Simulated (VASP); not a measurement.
# KTi in VASP: notebook

Runs on KTi. Level: PBE. Tasks: single point.

All numbers are computed with VASP 6.6.1; they aren't measurements. Logs are shortened: lines on timing, memory, paths and dates and some standing lists are left out, and cuts for length are marked.

## Step 1: The cell of the first run

The cell holds a sheet with vacuum, 2 atoms: a = 5.751 Å, b = 5.751 Å, c = 14.000 Å, α = 90.00°, β = 90.00°, γ = 90.00°.

The cell was generated, and may not be a known phase.

## Step 2: Single point, PBE

Input file INCAR:

```
SYSTEM = KTi
ALGO = Normal ; DIPOL = 0.5 0.5 0.500
EDIFF = 1E-6 ; ENCUT = 400
GGA = PE ; GGA_COMPAT = .FALSE.
IDIPOL = 3 ; ISIF = 2
ISMEAR = 0 ; LASPH = .TRUE.
LCHARG = .FALSE. ; LDIPOL = .TRUE.
LREAL = .FALSE. ; LWAVE = .FALSE.
NBANDS = 18 ; NELM = 120
NELMDL = -8 ; PREC = Accurate
SIGMA = 0.1
```

Input file KPOINTS:

```
k-points
0
G
  4 4 1
  0 0 0
```

Input file POSCAR:

```
KTi
1.0
    5.7512570500      0.0000000000      0.0000000000
    0.0000000000      5.7512570500      0.0000000000
    0.0000000000      0.0000000000     14.0000000000
K Ti
1 1
Direct
    0.5000000000      0.5000000000      0.5000000000
    0.0000000000      0.0000000000      0.5000000000
```

Potentials or basis: VASP PAW PBE potentials, release 64 (K_sv, Ti_sv).

Launch:

```bash
cat potpaw_PBE.64/K_sv/POTCAR potpaw_PBE.64/Ti_sv/POTCAR > POTCAR
mpirun -np 1 vasp_std > vasp.out
```

OUTCAR:

```text
SYSTEM = KTi
   EDIFF = 1E-6
   ENCUT = 400
   GGA = PE
   ISIF = 2
   ISMEAR = 0
   LASPH = .TRUE.
   LREAL = .FALSE.
   NELM = 120
   NELMDL = -8
   PREC = Accurate

 ion  position               nearest neighbor table
   1  0.500  0.500  0.500-
   2  0.000  0.000  0.500-

  LATTYP: Found a simple tetragonal cell.
 ALAT       =     5.7512570500
 C/A-ratio  =     2.4342504392

  Lattice vectors:

 A1 = (   5.7512570500,   0.0000000000,   0.0000000000)
 A2 = (   0.0000000000,   5.7512570500,   0.0000000000)
 A3 = (   0.0000000000,   0.0000000000,  14.0000000000)

Analysis of symmetry for initial positions (statically):
=====================================================================
 Subroutine PRICEL returns:
 Original cell was already a primitive cell.

 Routine SETGRP: Setting up the symmetry group for a
 simple tetragonal supercell.

 Subroutine GETGRP returns: Found 16 space group operations
 (whereof 16 operations were pure point group operations)
 out of a pool of 16 trial point group operations.

The static configuration has the point symmetry D_4h.

Analysis of symmetry for dynamics (positions and initial velocities):
=====================================================================
 Subroutine PRICEL returns:
 Original cell was already a primitive cell.

 Routine SETGRP: Setting up the symmetry group for a
 simple tetragonal supercell.

 Subroutine GETGRP returns: Found 16 space group operations
 (whereof 16 operations were pure point group operations)
 out of a pool of 16 trial point group operations.

The dynamic configuration has the point symmetry D_4h.

 Subroutine INISYM returns: Found 16 space group operations
 (whereof 16 operations are pure point group operations),
 and found     1 'primitive' translations

----------------------------------------------------------------------------------------

                                     Primitive cell

  volume of cell :     463.0774

  direct lattice vectors                    reciprocal lattice vectors
     5.751257050  0.000000000  0.000000000     0.173875031  0.000000000  0.000000000
     0.000000000  5.751257050  0.000000000     0.000000000  0.173875031  0.000000000
     0.000000000  0.000000000 14.000000000     0.000000000  0.000000000  0.071428571

  length of vectors
     5.751257050  5.751257050 14.000000000     0.173875031  0.173875031  0.071428571

  position of ions in fractional coordinates (direct lattice)
     0.500000000  0.500000000  0.500000000
     0.000000000  0.000000000  0.500000000

  ion indices of the primitive-cell ions
   primitive index   ion index
                 1           1
                 2           2

----------------------------------------------------------------------------------------

 KPOINTS: k-points

Automatic generation of k-mesh.
 Grid dimensions read from file:
 generate k-points for:    4    4    1

 Generating k-lattice:

  Cartesian coordinates                     Fractional coordinates (reciprocal lattice)
     0.043468758  0.000000000  0.000000000     0.250000000  0.000000000  0.000000000
     0.000000000  0.043468758  0.000000000     0.000000000  0.250000000  0.000000000
     0.000000000  0.000000000  0.071428571     0.000000000  0.000000000  1.000000000

  Length of vectors
     0.043468758  0.043468758  0.071428571

  Shift w.r.t. Gamma in fractional coordinates (k-lattice)
     0.000000000  0.000000000  0.000000000

 Subroutine IBZKPT returns following result:
 ===========================================

 Found      6 irreducible k-points:

 Following reciprocal coordinates:
            Coordinates               Weight
  0.000000  0.000000  0.000000      1.000000
  0.250000  0.000000  0.000000      4.000000
  0.500000  0.000000  0.000000      2.000000
  0.250000  0.250000  0.000000      4.000000
  0.500000  0.250000  0.000000      4.000000
  0.500000  0.500000  0.000000      1.000000
   k-points           NKPTS =      6   k-points in BZ     NKDIM =      6   number of bands    NBANDS=     18
   number of dos      NEDOS =    301   number of ions     NIONS =      2
   total plane-waves  NPLWV = 153600
   dimension x,y,z NGX =    40 NGY =   40 NGZ =   96
   dimension x,y,z NGXF=    80 NGYF=   80 NGZF=  192
   ions per type =               1   1
   NGX,Y,Z   is equivalent  to a cutoff of  11.56, 11.56, 11.40 a.u.
   NGXF,Y,Z  is equivalent  to a cutoff of  23.12, 23.12, 22.80 a.u.
 SYSTEM =  KTi
   PREC   = accura    normal or accurate (medium, high low for compatibility)
   ISTART =      0    job   : 0-new  1-cont  2-samecut
   ICHARG =      2    charge: 1-file 2-atom 10-const
   ISPIN  =      1    spin polarized calculation?
   LNONCOLLINEAR =      F non collinear calculations
   LSORBIT =      F    spin-orbit coupling
   LASPH  =      T    aspherical Exc in radial PAW
   ENCUT  =  400.0 eV  29.40 Ry    5.42 a.u.   9.38  9.38 22.83*2*pi/ulx,y,z
   NELM   =    120;   NELMIN=  2; NELMDL= -8     # of ELM steps
   EDIFF  = 0.1E-05   stopping-criterion for ELM
   LREAL  =      F    real-space projection
   EDIFFG = 0.1E-04   stopping-criterion for IOM
   NSW    =      0    number of steps for IOM
   IBRION =     -1    ionic relax: 0-MD 1-quasi-New 2-CG
   NFREE  =      0    steps in history (QN), initial steepest desc. (CG)
   ISIF   =      2    stress and relaxation
   ISYM   =      2    0-nonsym 1-usesym 2-fastsym
   POTIM  = 0.5000    time-step for ionic-motion
   TEBEG  =    0.0;   TEEND  =   0.0 temperature during run
   PSTRESS=    0.0 pullay stress
   NELECT =      21.0000    total number of electrons
   NUPDOWN=      -1.0000    fix difference up-down
   EMIN   =  10.00;   EMAX   =-10.00  energy-range for DOS
   EFERMI =   0.00;   METHOD = LEGACY
   ISMEAR =     0;   SIGMA  =   0.10  broadening in eV -4-tet -1-fermi 0-gaus
   EFERMI_NEDOS =   21; number of points for ismear=-14 and -15
   IALGO  =     38    algorithm
   IMIX   =      4    mixing-type and parameters
     AMIX     =   0.40;   BMIX     =  1.00
     AMIX_MAG =   1.60;   BMIX_MAG =  1.00
  volume/ion in A,a.u.               =     231.54      1562.50
  Fermi-wavevector in a.u.,A,eV,Ry     =   0.583799  1.103220  4.637156  0.340821
  Thomas-Fermi vector in A             =   1.629242
   LORBIT       =      0    0 simple, 1 ext, 2 COOP (PROOUT), +10 PAW based schemes
   GGA     = PE    functional components
   LHFCALC =     F    Hartree Fock is set to
   AEXX    =    0.0000 exact exchange contribution
   IVDW    =     0    specifies the selected vdW correction
   LEPSILON=     F    determine dielectric tensor
   LRPA    =     F    only Hartree local field effects (RPA)
 non-spin polarized calculation
 Gauss-broadening in eV      SIGMA  =   0.10
  energy-cutoff  :      400.00
  volume of cell :      463.08
 maximum number of plane-waves:      8421
 NGX is ok and might be reduce to    40
   NGX = 19   NGY = 19   NGZ = 45

 number of electron      21.0000013 magnetization

 dipolmoment           0.000000      0.000000      0.000000 electrons x Angstroem

 Free energy of the ion-electron system (eV)
  ---------------------------------------------------
  ext. energy  EPLUGINS =         0.00000000
  ---------------------------------------------------
  free energy    TOTEN  =        -3.36623770 eV

  energy without entropy =       -3.20170077  energy(sigma->0) =       -3.28396924

 E-fermi :  -1.9744     XC(G=0):  -2.4693

 val. band max:       -1.9759352482   @ k =   0.5000   0.5000   0.0000
 cond. band min:      -1.9418658551   @ k =   0.2500   0.2500   0.0000
 fundamental gap:      0.0340693932
 Fermi energy:        -1.9743686856

 k-point     1 :       0.0000    0.0000    0.0000
  band No.  band energies     occupation
      1     -59.8262      2.00000
      2     -36.2111      2.00000
      3     -36.0492      2.00000
      4     -36.0492      2.00000
      5     -33.8671      2.00000
      6     -17.3896      2.00000
      7     -17.3203      2.00000
      8     -17.3203      2.00000
      9      -4.0196      2.00000
     10      -2.0428      1.66704
     11      -1.9285      0.51698
     12      -1.8775      0.17060
     13      -1.8775      0.17060
     14      -1.8713      0.14490
     15      -1.1515      0.00000
     16       0.3150      0.00000
     17       0.5665      0.00000
     18       0.5665      0.00000

 k-point     2 :       0.2500    0.0000    0.0000
  band No.  band energies     occupation
      1     -59.8263      2.00000
      2     -36.2111      2.00000
      3     -36.0492      2.00000
      4     -36.0492      2.00000
      5     -33.8671      2.00000
      6     -17.3894      2.00000
      7     -17.3225      2.00000
      8     -17.3203      2.00000
      9      -3.7403      2.00000
     10      -1.9962      1.24234
     11      -1.9394      0.62046
     12      -1.9143      0.39524
     13      -1.8686      0.13456
     14      -1.8659      0.12496
     15      -0.8993      0.00000
     16      -0.8827      0.00000
     17       0.5023      0.00000
     18       0.6217      0.00000

 k-point     3 :       0.5000    0.0000    0.0000
  band No.  band energies     occupation
      1     -59.8263      2.00000
      2     -36.2111      2.00000
      3     -36.0493      2.00000
      4     -36.0492      2.00000
      5     -33.8670      2.00000
      6     -17.3893      2.00000
      7     -17.3246      2.00000
      8     -17.3202      2.00000
      9      -3.2651      2.00000
     10      -2.0987      1.92140
     11      -1.9860      1.13096
     12      -1.9019      0.30525
     13      -1.8603      0.10659
     14      -1.8595      0.10423
     15      -1.7273      0.00047
     16      -0.5464      0.00000
     17       0.4399      0.00000
     18       0.7655      0.00000

 k-point     4 :       0.2500    0.2500    0.0000
  band No.  band energies     occupation
      1     -59.8263      2.00000
      2     -36.2111      2.00000
      3     -36.0492      2.00000
      4     -36.0492      2.00000
      5     -33.8670      2.00000
      6     -17.3893      2.00000
      7     -17.3224      2.00000
      8     -17.3221      2.00000
      9      -3.4853      2.00000
     10      -1.9419      0.64576
     11      -1.9368      0.59495
     12      -1.9254      0.48893
     13      -1.9182      0.42699
     14      -1.8802      0.18299
     15      -0.8633      0.00000
     16      -0.6314      0.00000
     17      -0.5518      0.00000
     18       0.9051      0.00000

 k-point     5 :       0.5000    0.2500    0.0000
  band No.  band energies     occupation
      1     -59.8262      2.00000
      2     -36.2111      2.00000
      3     -36.0493      2.00000
      4     -36.0492      2.00000
      5     -33.8670      2.00000
      6     -17.3891      2.00000
      7     -17.3242      2.00000
      8     -17.3220      2.00000
      9      -3.0656      2.00000
     10      -2.1024      1.92982
     11      -1.9810      1.07420
     12      -1.9232      0.46928
     13      -1.8830      0.19644
     14      -1.7285      0.00051
     15      -1.6180      0.00000
     16      -0.4451      0.00000
     17      -0.2350      0.00000
     18       0.9578      0.00000

 k-point     6 :       0.5000    0.5000    0.0000
  band No.  band energies     occupation
      1     -59.8263      2.00000
      2     -36.2111      2.00000
      3     -36.0493      2.00000
      4     -36.0493      2.00000
      5     -33.8670      2.00000
      6     -17.3890      2.00000
      7     -17.3239      2.00000
      8     -17.3239      2.00000
      9      -2.7832      2.00000
     10      -2.1147      1.95279
     11      -1.9759      1.01768
     12      -1.9759      1.01768
     13      -1.8560      0.09418
     14      -1.6596      0.00001
     15      -1.2439      0.00000
     16      -1.2439      0.00000
     17       0.2623      0.00000
     18       0.4693      0.00000

------------------------ aborting loop because EDIFF is reached ----------------------------------------

 vacuum level on the upper side and lower side of the slab       (xc-potential included)        -0.225        -0.225

  FORCE on cell =-STRESS in cart. coord.  units (eV):
  Direction    XX          YY          ZZ          XY          YZ          ZX
  --------------------------------------------------------------------------------------
  -------------------------------------------------------------------------------------
  Total       -1.3573645     -1.3573645     -0.1056539      0.0000000      0.0000000     -0.0000000
  in kB       -4.6962746     -4.6962746     -0.3655464      0.0000000      0.0000000     -0.0000000
  external PRESSURE =      -3.2526985 kB  Pullay stress =       0.0000000 kB

 VOLUME and BASIS-vectors are now :
 -----------------------------------------------------------------------------
  energy-cutoff  :      400.00
  volume of cell :      463.08
      direct lattice vectors                 reciprocal lattice vectors
     5.751257050  0.000000000  0.000000000     0.173875031  0.000000000  0.000000000
     0.000000000  5.751257050  0.000000000     0.000000000  0.173875031  0.000000000
     0.000000000  0.000000000 14.000000000     0.000000000  0.000000000  0.071428571

 POSITION                                       TOTAL-FORCE (eV/Angst)
 -----------------------------------------------------------------------------------
      2.87563      2.87563      7.00000         0.000000      0.000000      0.000000
      0.00000      0.00000      7.00000         0.000000      0.000000      0.000000
 -----------------------------------------------------------------------------------
    total drift:                               -0.000000      0.000000      0.000000

  FREE ENERGIE OF THE ION-ELECTRON SYSTEM (eV)
  ---------------------------------------------------
  free  energy   TOTEN  =        -3.3662377011 eV

  energy  without entropy=       -3.2017007747  energy(sigma->0) =       -3.28396924

 vacuum level on the upper side and lower side of the slab         0.712         0.712
```

Run time: 3.6 min. Hardware: 1 thread of Intel Xeon 8259CL, shared host; peak memory 0.4 GiB.

Results:

| Property | Result |
| --- | --- |
| Free energy | -3.3662 eV |
| Band gap on the k mesh | zero (an odd number of electrons rules out a gap without spin polarisation) |

## Step 3: Single point, PBE

Input file INCAR:

```
ALGO = Normal
DIPOL = 0.5 0.5 0.500
EDIFF = 1E-6
ENCUT = 400
GGA = PE
GGA_COMPAT = F
IDIPOL = 3
ISIF = 2
ISMEAR = 0
LASPH = T
LCHARG = F
LDIPOL = T
LREAL = F
LWAVE = F
NBANDS = 18
NELM = 120
NELMDL = -8
PREC = Accurate
SIGMA = 0.1
```

Input file KPOINTS:

```
k-points
0
Gamma
  4 4 1
```

POSCAR is that of step 2.

Potentials or basis: VASP PAW PBE potentials, release 64 (K_sv, Ti_sv).

Launch:

```bash
cat potpaw_PBE.64/K_sv/POTCAR potpaw_PBE.64/Ti_sv/POTCAR > POTCAR
mpirun -np 1 vasp_std > vasp.out
```

Wall time 3.9 min (1 thread of Intel Xeon 8259CL, shared host); peak memory 0.4 GiB.

Results (log left out):

```yaml
Free_energy: -3.3662 eV
Band_gap_on_the_k_mesh: zero (an odd number of electrons rules out a gap without spin polarisation)
```

Levels at points of the mesh, in eV from the Fermi level:
| k point | band 6 | band 7 | band 8 | band 9 | band 10 | band 11 | band 12 | band 13 | band 14 | band 15 |
| --- | --- | --- | --- | --- | --- | --- | --- | --- | --- | --- |
| (0.00, 0.00, 0.00) | -15.42 | -15.35 | -15.35 | -2.05 | -0.07 | 0.05 | 0.10 | 0.10 | 0.10 | 0.82 |
| (0.50, 0.00, 0.00) | -15.41 | -15.35 | -15.35 | -1.29 | -0.12 | -0.01 | 0.07 | 0.11 | 0.11 | 0.25 |
| (0.50, 0.50, 0.00) | -15.41 | -15.35 | -15.35 | -0.81 | -0.14 | 0.00 | 0.00 | 0.12 | 0.31 | 0.73 |

## Step 4: Single point, PBE

This run uses another cell than the first one.

Input file INCAR:

```
SYSTEM = KTi
PREC = Accurate ; ENCUT = 400
EDIFF = 1E-6 ; ISMEAR = 0
SIGMA = 0.1 ; LREAL = .False.
LASPH = .True. ; NELM = 120
ALGO = Normal ; ISIF = 2
LWAVE = .False. ; LCHARG = .False.
LDIPOL = .True. ; IDIPOL = 3
DIPOL = 0.5 0.5 0.294 ; GGA = PE
NBANDS = 18 ; GGA_COMPAT = .False.
NELMDL = -8
```

Input file KPOINTS:

```
Automatic mesh
0
Gamma
  4 4 1
  0 0 0
```

Input file POSCAR:

```
KTi
1.0
    4.9909358335      0.0000000000      0.0000000000
    0.0000000000      4.9909358335      0.0000000000
    0.0000000000      0.0000000000     23.8000000000
K Ti
1 1
Direct
    0.5000000000      0.5000000000      0.2941176471
    0.0000000000      0.0000000000      0.2941176471
```

Launch:

```bash
cat potpaw_PBE.64/K_sv/POTCAR potpaw_PBE.64/Ti_sv/POTCAR > POTCAR
mpirun -np 1 vasp_std > vasp.out
```

Wall time 4 min (1 thread of Intel Xeon 8259CL, shared host); peak memory 0.48 GiB.

The run converged. Its results:

| Item | Value |
| --- | --- |
| Free energy | -3.5596 eV |
| Band gap on the k mesh | zero (an odd number of electrons rules out a gap without spin polarisation) |

Levels at points of the mesh, in eV from the Fermi level:
```csv
k point,band 7,band 8,band 9,band 10,band 11,band 12,band 13,band 14
"(0.00, 0.00, 0.00)",-14.78,-14.78,-2.33,-0.28,0.10,0.15,0.15,0.20
"(0.50, 0.00, 0.00)",-14.81,-14.78,-1.14,-0.06,-0.06,0.17,0.19,0.32
"(0.50, 0.50, 0.00)",-14.80,-14.80,-0.42,-0.07,-0.07,-0.06,0.24,0.51
```

## Step 5: Single point, PBE, collinear spin

This run uses another cell than the first one.

Input file INCAR:

```
SYSTEM = KTi
ALGO = Normal
DIPOL = 0.5 0.5 0.294
EDIFF = 1E-6
ENCUT = 400
GGA = PE
GGA_COMPAT = .False.
IDIPOL = 3
ISIF = 2
ISMEAR = 0
ISPIN = 2
LASPH = .True.
LCHARG = .False.
LDIPOL = .True.
LMAXMIX = 4
LORBIT = 11
LREAL = .False.
LWAVE = .False.
MAGMOM = 0 1
NBANDS = 22
NELM = 200
NELMDL = -8
PREC = Accurate
SIGMA = 0.1
```

Input file KPOINTS:

```
k-points
0
Gamma
  4 4 1
  0 0 0
```

POSCAR is that of step 4.

Launch:

```bash
cat potpaw_PBE.64/K_sv/POTCAR potpaw_PBE.64/Ti_sv/POTCAR > POTCAR
mpirun -np 1 vasp_std > vasp.out
```

Run time: 15 min. Hardware: 1 thread of Intel Xeon 8259CL, shared host; peak memory 0.68 GiB.

The run converged. Its results:

- Free energy: -4.5563 eV
- Net moment: 3.12 μB per cell
- Site moments: K +0.03; Ti +2.02 μB
- Valence electrons inside the program's atomic spheres: K 7.56; Ti 10.16

Levels at points of the mesh, in eV from the Fermi level:
Spin up:
```tsv
k point	band 10	band 11	band 12	band 13	band 14	band 15
(0.00, 0.00, 0.00)	-0.60	-0.18	-0.18	0.07	0.46	0.48
(0.50, 0.00, 0.00)	-0.43	-0.40	-0.14	0.10	0.21	0.67
(0.50, 0.50, 0.00)	-0.41	-0.41	-0.22	0.23	0.68	0.70
```
Spin down:
```
           k point  band 7  band 8  band 9  band 10  band 11  band 12
(0.00, 0.00, 0.00)  -15.04  -15.04   -1.89     0.75     0.99     1.24
(0.50, 0.00, 0.00)  -15.07  -15.04   -0.54     0.18     1.42     1.45
(0.50, 0.50, 0.00)  -15.06  -15.06    0.24     0.83     1.45     1.45
```

## Step 6: The runs side by side

| spin | cell | gap on the mesh (eV) |
| --- | --- | --- |
| off | a = 5.751, b = 5.751, c = 14.000 Å, 2 atoms | none |
| off | a = 4.991, b = 4.991, c = 23.800 Å, 2 atoms | none |
| collinear | a = 4.991, b = 4.991, c = 23.800 Å, 2 atoms | none |

Alike in all rows: task single point; level PBE; potentials or basis VASP PAW PBE potentials, release 64 (K_sv, Ti_sv); k mesh 4 × 4 × 1; cutoff (eV) 400; smearing gaussian 0.1 eV.

Absolute energies hang on the potentials; compare differences alone.

The gap in the log of VASP goes by the Fermi energy; the results here count the filled bands.